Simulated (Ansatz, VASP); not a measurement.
## Two plane-wave programs on SiO2

The input INCAR:

```
SYSTEM = SiO2
PREC = Accurate
ENCUT = 520
EDIFF = 1E-8
ISMEAR = -1
SIGMA = 0.03
LREAL = .False.
LASPH = .True.
NELM = 100
ALGO = Normal
ISIF = 2
LWAVE = .False.
LCHARG = .False.
GGA = PS
LEFG = .True.
NBANDS = 25
```

Contents of KPOINTS:

```
regular mesh
0
Gamma
  6 6 9
  0 0 0
```

The input POSCAR:

```
SiO2
1.0
    4.1236052368      0.0000000000      0.0000000000
    0.0000000000      4.1236052368      0.0000000000
    0.0000000000      0.0000000000      2.6317442288
Si O
2 4
Direct
    0.0000000000      0.0000000000      0.0000000000
    0.5000000000      0.5000000000      0.5000000000
    0.3067000000      0.3067000000      0.0000000000
    0.1933000000      0.8067000000      0.5000000000
    0.6933000000      0.6933000000      0.0000000000
    0.8067000000      0.1933000000      0.5000000000
```

Input for Ansatz:

```yaml
crystal:
  lattice:
    - [4.1236052368, 0.0, 0.0]
    - [0.0, 4.1236052368, 0.0]
    - [0.0, 0.0, 2.6317442288]
  atoms:
    - { symbol: Si, position: [0.0, 0.0, 0.0] }
    - { symbol: Si, position: [0.5, 0.5, 0.5] }
    - { symbol: O, position: [0.3067, 0.3067, 0.0] }
    - { symbol: O, position: [0.1933, 0.8067, 0.5] }
    - { symbol: O, position: [0.6933, 0.6933, 0.0] }
    - { symbol: O, position: [0.8067, 0.1933, 0.5] }
kpoints:
  mp_grid: { grid: [6, 6, 9] }
scf:
  occupations: { method: fermi_dirac, width: 0.03 }
hamiltonian:
  xc: pbesol
  pseudopotentials: { kind: paw }
output:
  forces: true
  stress: true
  eigenvalues: true
  efg: { contact_densities: true }
```

Change from the starting cell: volume scaled by 0.96, PAW files.

Alike in both runs: task electric field gradients; functional PBEsol; k mesh 6 × 6 × 9; occupations fermi-dirac, width 0.03 eV; no spin polarisation.

|  | VASP | Ansatz |
| --- | --- | --- |
| version | VASP 6.6.1 | Ansatz 0.2.0 |
| potentials or method | VASP PAW PBE potentials, release 64 (Si, O) | PAW with Ansatz's default frozen-core files, scalar-relativistic |
| plane-wave cutoff (eV) | 520 | 420 |
| valence electrons in the cell | 32 | 32 |

|  | VASP | Ansatz | Ansatz less VASP |
| --- | --- | --- | --- |
| gap on the k mesh at the Fermi level (eV) | 6.33 | 6.32 | -0.011 |
| pressure (GPa) | 19.6 | 18.7 | -0.93 |
| traceless stress, the component that is largest in VASP (GPa) | 3.34 | 2.59 | -0.743 |
| rms of the force components (eV/Å) | 0.258 | 0.238 | -0.0202 |
| size of Vzz on the site where it differs most (V/Å²) | 23.0 | 20.1 | -2.92 |

VASP's potentials were made for PBE, not for PBEsol. Atom by atom the forces differ by 0.020 eV/Å (rms over components).
